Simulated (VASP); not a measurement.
# Ru (P6_3/mmc) in VASP: single point with PBE

Aim: the single point of Ru with PBE.

Program: VASP 6.6.1. These are calculated values, not measurements. Logs are shortened: lines on timing, memory, paths and dates and some standing lists are left out, and cuts for length are marked.

## (1) The cell of the first run

Symmetry: P6_3/mmc, No. 194, hexagonal system. Conventional cell: a = 2.706 Å, b = 2.706 Å, c = 4.282 Å, α = 90.00°, β = 90.00°, γ = 120.00°. Within 3.5 Å of Ru (site symmetry -6m2) lie 12 Ru at 2.65 to 2.71 Å.

## (2) Single point, PBE, non-collinear spin, zero start, spin-orbit coupling

The input, INCAR:

```
PREC = Accurate ; ENCUT = 520
EDIFF = 1E-7 ; ISMEAR = -1
SIGMA = 0.025 ; LREAL = False
LASPH = True ; NELM = 150
ALGO = Normal ; ISIF = 2
LWAVE = False ; LCHARG = False
LNONCOLLINEAR = True ; MAGMOM = 0 0 0 0 0 0
LORBIT = 11 ; LSORBIT = True
GGA_COMPAT = False ; LORBMOM = True
LMAXMIX = 4 ; GGA = PE
NBANDS = 40
```

The input, KPOINTS:

```
regular mesh
0
Gamma
  18 18 10
```

The input, POSCAR:

```
Ru
1.0
    2.7058000000      0.0000000000      0.0000000000
   -1.3529000000      2.3432915376      0.0000000000
    0.0000000000      0.0000000000      4.2819000000
Ru
2
Direct
    0.3333333333      0.6666666667      0.2500000000
    0.6666666667      0.3333333333      0.7500000000
```

Potentials or basis: VASP PAW PBE potentials, release 64 (Ru_pv).

Started as:

```
> cat potpaw_PBE.64/Ru_pv/POTCAR > POTCAR
> mpirun -np 1 vasp_ncl > vasp.out
```

OUTCAR:

```text
PREC = Accurate
   ENCUT = 520
   EDIFF = 1E-7
   ISMEAR = -1
   LREAL = False
   LASPH = True
   NELM = 150
   ISIF = 2
   LNONCOLLINEAR = True
   LORBIT = 11
   LSORBIT = True
   GGA = PE

 ion  position               nearest neighbor table
   1  0.333  0.667  0.250-   2 2.65   2 2.65   2 2.65   2 2.65   2 2.65   2 2.65
   2  0.667  0.333  0.750-   1 2.65   1 2.65   1 2.65   1 2.65   1 2.65   1 2.65

  LATTYP: Found a hexagonal cell.
 ALAT       =     2.7058000000
 C/A-ratio  =     1.5824894671

  Lattice vectors:

 A1 = (   2.7058000000,   0.0000000000,   0.0000000000)
 A2 = (  -1.3529000000,   2.3432915376,   0.0000000000)
 A3 = (   0.0000000000,   0.0000000000,   4.2819000000)

Analysis of symmetry for initial positions (statically):
=====================================================================
 Subroutine PRICEL returns:
 Original cell was already a primitive cell.

 Routine SETGRP: Setting up the symmetry group for a
 hexagonal supercell.

 Subroutine GETGRP returns: Found 24 space group operations
 (whereof 12 operations were pure point group operations)
 out of a pool of 24 trial point group operations.

The static configuration has the point symmetry D_3d.
 The point group associated with its full space group is D_6h.

Analysis of symmetry for dynamics (positions and initial velocities):
=====================================================================
 Subroutine PRICEL returns:
 Original cell was already a primitive cell.

 Routine SETGRP: Setting up the symmetry group for a
 hexagonal supercell.

 Subroutine GETGRP returns: Found 24 space group operations
 (whereof 12 operations were pure point group operations)
 out of a pool of 24 trial point group operations.

The dynamic configuration has the point symmetry D_3d.
 The point group associated with its full space group is D_6h.

Analysis of structural, dynamic, and magnetic symmetry:
=====================================================================
 Subroutine PRICEL returns:
 Original cell was already a primitive cell.

 Routine SETGRP: Setting up the symmetry group for a
 hexagonal supercell.

 Subroutine GETGRP returns: Found 24 space group operations
 (whereof 12 operations were pure point group operations)
 out of a pool of 24 trial point group operations.

The overall configuration has the point symmetry D_3d.
 The point group associated with its full space group is D_6h.

 Subroutine INISYM returns: Found 24 space group operations
 (whereof 12 operations are pure point group operations),
 and found     1 'primitive' translations

----------------------------------------------------------------------------------------

                                     Primitive cell

  volume of cell :      27.1493

  direct lattice vectors                    reciprocal lattice vectors
     2.705800000  0.000000000  0.000000000     0.369576465  0.213375072  0.000000000
    -1.352900000  2.343291538  0.000000000     0.000000000  0.426750144  0.000000000
     0.000000000  0.000000000  4.281900000     0.000000000  0.000000000  0.233541185

  length of vectors
     2.705800000  2.705800000  4.281900000     0.426750144  0.426750144  0.233541185

  position of ions in fractional coordinates (direct lattice)
     0.333333333  0.666666667  0.250000000
     0.666666667  0.333333333  0.750000000

  ion indices of the primitive-cell ions
   primitive index   ion index
                 1           1
                 2           2

----------------------------------------------------------------------------------------

 KPOINTS: regular mesh

Automatic generation of k-mesh.
 Grid dimensions read from file:
 generate k-points for:   18   18   10

 Generating k-lattice:

  Cartesian coordinates                     Fractional coordinates (reciprocal lattice)
     0.020532026  0.011854171  0.000000000     0.055555556  0.000000000  0.000000000
     0.000000000  0.023708341  0.000000000     0.000000000  0.055555556  0.000000000
     0.000000000  0.000000000  0.023354118     0.000000000  0.000000000  0.100000000

  Length of vectors
     0.023708341  0.023708341  0.023354118

  Shift w.r.t. Gamma in fractional coordinates (k-lattice)
     0.000000000  0.000000000  0.000000000

 Subroutine IBZKPT returns following result:
 ===========================================

 Found    222 irreducible k-points:

 Following reciprocal coordinates:
            Coordinates               Weight
  0.000000  0.000000  0.000000      1.000000
  0.055556 -0.000000  0.000000      6.000000
  0.111111 -0.000000  0.000000      6.000000
  0.166667  0.000000  0.000000      6.000000
[... 45 lines left out ...]
   ISIF   =      2    stress and relaxation
   ISYM   =      2    0-nonsym 1-usesym 2-fastsym
   POTIM  = 0.5000    time-step for ionic-motion
   TEBEG  =    0.0;   TEEND  =   0.0 temperature during run
   PSTRESS=    0.0 pullay stress
   NELECT =      28.0000    total number of electrons
   NUPDOWN=      -1.0000    fix difference up-down
   EMIN   =  10.00;   EMAX   =-10.00  energy-range for DOS
   EFERMI =   0.00;   METHOD = LEGACY
   ISMEAR =    -1;   SIGMA  =   0.03  broadening in eV -4-tet -1-fermi 0-gaus
   EFERMI_NEDOS =   21; number of points for ismear=-14 and -15
   IALGO  =     38    algorithm
   IMIX   =      4    mixing-type and parameters
     AMIX     =   0.40;   BMIX     =  1.00
     AMIX_MAG =   1.60;   BMIX_MAG =  1.00
  volume/ion in A,a.u.               =      13.57        91.61
  Fermi-wavevector in a.u.,A,eV,Ry     =   1.654022  3.125649 37.222674  2.735789
  Thomas-Fermi vector in A             =   2.742361
   LORBIT       =     11    0 simple, 1 ext, 2 COOP (PROOUT), +10 PAW based schemes
   GGA     = PE    functional components
   LHFCALC =     F    Hartree Fock is set to
   AEXX    =    0.0000 exact exchange contribution
   IVDW    =     0    specifies the selected vdW correction
   LEPSILON=     F    determine dielectric tensor
   LRPA    =     F    only Hartree local field effects (RPA)
  energy-cutoff  :      520.00
  volume of cell :       27.15
 maximum number of plane-waves:      1504
 NGX is ok and might be reduce to    20
   NGX =  9   NGY =  9   NGZ = 15

 number of electron      28.0000009 magnetization       0.0000000      0.0000000      0.0000000

 number of electron      28.0000009 magnetization       0.0000000     -0.0000000     -0.0000000

 number of electron      28.0000009 magnetization       0.0000000      0.0000000     -0.0000000

 Free energy of the ion-electron system (eV)
  ---------------------------------------------------
  ext. energy  EPLUGINS =         0.00000000
  ---------------------------------------------------
  free energy    TOTEN  =       -18.72756524 eV

  energy without entropy =      -18.72344253  energy(sigma->0) =      -18.72550388

 E-fermi :  12.8393     XC(G=0): -14.1202

 val. band max:       12.8390425338   @ k =   0.1667   0.1111   0.3000
 cond. band min:      12.8449991994   @ k =   0.0556  -0.0000   0.1000
 fundamental gap:      0.0059566657
 Fermi energy:        12.8392893206

 k-point     1 :       0.0000    0.0000    0.0000
  band No.  band energies     occupation
      1     -32.4408      1.00000
      2     -32.4408      1.00000
      3     -31.9574      1.00000
      4     -31.9574      1.00000
      5     -29.3867      1.00000
      6     -29.3867      1.00000
[... 1021 lines left out ...]
     39      23.2659      0.00000
     40      23.2659      0.00000

 [... further k-points ...]

------------------------ aborting loop because EDIFF is reached ----------------------------------------

  FORCE on cell =-STRESS in cart. coord.  units (eV):
  Direction    XX          YY          ZZ          XY          YZ          ZX
  --------------------------------------------------------------------------------------
  -------------------------------------------------------------------------------------
  Total        0.8002040      0.8002040      0.7390877      0.0000000      0.0000000      0.0000000
  in kB       47.2229098     47.2229098     43.6162171      0.0000000      0.0000000      0.0000000
  external PRESSURE =      46.0206789 kB  Pullay stress =       0.0000000 kB

 VOLUME and BASIS-vectors are now :
 -----------------------------------------------------------------------------
  energy-cutoff  :      520.00
  volume of cell :       27.15
      direct lattice vectors                 reciprocal lattice vectors
     2.705800000  0.000000000  0.000000000     0.369576465  0.213375072  0.000000000
    -1.352900000  2.343291538  0.000000000     0.000000000  0.426750144  0.000000000
     0.000000000  0.000000000  4.281900000     0.000000000  0.000000000  0.233541185

 POSITION                                       TOTAL-FORCE (eV/Angst)
 -----------------------------------------------------------------------------------
     -0.00000      1.56219      1.07048        -0.000000      0.000000      0.000000
      1.35290      0.78110      3.21143         0.000000     -0.000000     -0.000000
 -----------------------------------------------------------------------------------
    total drift:                                0.000000     -0.000000      0.000000

  FREE ENERGIE OF THE ION-ELECTRON SYSTEM (eV)
  ---------------------------------------------------
  free  energy   TOTEN  =       -18.7275652364 eV

  energy  without entropy=      -18.7234425263  energy(sigma->0) =      -18.72550388

 orbital moment (x)

 # of ion     p       d       tot
 ----------------------------------------
  1         0.000   0.000   0.000
  2         0.000   0.000   0.000
 ----------------------------------------
            0.000   0.000   0.000

 orbital moment (y)

 # of ion     p       d       tot
 ----------------------------------------
  1        -0.000   0.000   0.000
  2        -0.000  -0.000  -0.000
 ----------------------------------------
           -0.000  -0.000  -0.000

 orbital moment (z)

 # of ion     p       d       tot
 ----------------------------------------
  1         0.000   0.000   0.000
  2         0.000   0.000   0.000
 ----------------------------------------
            0.000   0.000   0.000

 Spin-Orbit-Coupling matrix elements

 Ion:    1  E_soc:     -0.2630249
 l=   1
     0.0000000    -0.0362674    -0.0362922
    -0.0362674     0.0000000    -0.0362674
    -0.0362922    -0.0362674     0.0000000
 l=   2
     0.0000000    -0.0015639     0.0000000    -0.0015639    -0.0061800
    -0.0015639     0.0000000    -0.0043638    -0.0015224    -0.0015639
     0.0000000    -0.0043638     0.0000000    -0.0043638     0.0000000
    -0.0015639    -0.0015224    -0.0043638     0.0000000    -0.0015639
    -0.0061800    -0.0015639     0.0000000    -0.0015639     0.0000000
 l=   3
     0.0000000     0.0000000     0.0000000     0.0000000     0.0000000     0.0000000     0.0000000
     0.0000000     0.0000000     0.0000000     0.0000000     0.0000000     0.0000000     0.0000000
     0.0000000     0.0000000     0.0000000     0.0000000     0.0000000     0.0000000     0.0000000
     0.0000000     0.0000000     0.0000000     0.0000000     0.0000000     0.0000000     0.0000000
     0.0000000     0.0000000     0.0000000     0.0000000     0.0000000     0.0000000     0.0000000
     0.0000000     0.0000000     0.0000000     0.0000000     0.0000000     0.0000000     0.0000000
     0.0000000     0.0000000     0.0000000     0.0000000     0.0000000     0.0000000     0.0000000

 Ion:    2  E_soc:     -0.2630249
 l=   1
     0.0000000    -0.0362674    -0.0362922
    -0.0362674     0.0000000    -0.0362674
    -0.0362922    -0.0362674     0.0000000
 l=   2
     0.0000000    -0.0015639     0.0000000    -0.0015639    -0.0061800
    -0.0015639     0.0000000    -0.0043638    -0.0015224    -0.0015639
     0.0000000    -0.0043638     0.0000000    -0.0043638     0.0000000
    -0.0015639    -0.0015224    -0.0043638     0.0000000    -0.0015639
    -0.0061800    -0.0015639     0.0000000    -0.0015639     0.0000000
 l=   3
     0.0000000     0.0000000     0.0000000     0.0000000     0.0000000     0.0000000     0.0000000
     0.0000000     0.0000000     0.0000000     0.0000000     0.0000000     0.0000000     0.0000000
     0.0000000     0.0000000     0.0000000     0.0000000     0.0000000     0.0000000     0.0000000
     0.0000000     0.0000000     0.0000000     0.0000000     0.0000000     0.0000000     0.0000000
     0.0000000     0.0000000     0.0000000     0.0000000     0.0000000     0.0000000     0.0000000
     0.0000000     0.0000000     0.0000000     0.0000000     0.0000000     0.0000000     0.0000000
     0.0000000     0.0000000     0.0000000     0.0000000     0.0000000     0.0000000     0.0000000

 total charge

# of ion       s       p       d       tot
------------------------------------------
    1        0.406   6.315   5.954  12.674
    2        0.406   6.315   5.954  12.674
--------------------------------------------------
tot          0.812  12.629  11.908  25.349

 magnetization (x)

# of ion       s       p       d       tot
------------------------------------------
    1        0.000   0.000  -0.000  -0.000
    2        0.000   0.000  -0.000   0.000
--------------------------------------------------
tot          0.000   0.000  -0.000  -0.000

 magnetization (y)

# of ion       s       p       d       tot
------------------------------------------
    1        0.000   0.000   0.000   0.000
    2        0.000   0.000   0.000   0.000
--------------------------------------------------
tot          0.000   0.000   0.000   0.000

 magnetization (z)

# of ion       s       p       d       tot
------------------------------------------
    1        0.000   0.000   0.000   0.000
    2        0.000   0.000   0.000   0.000
--------------------------------------------------
tot          0.000   0.000   0.000   0.000
```

Wall time 9.9 min (1 thread of Oxide Virtual Turin-like, shared host); peak memory 0.39 GiB.

Results:

* Free energy: -18.7276 eV
* Pressure: 4.6 GPa
* Net moment: 0.00 μB per cell
* Valence electrons inside the program's atomic spheres: Ru 12.67

Moments on the atoms (μB; x, y, z):
```
Ru  0.00 0.00 0.00
Ru  0.00 0.00 0.00
```

Caveat: the cell stands under pressure.
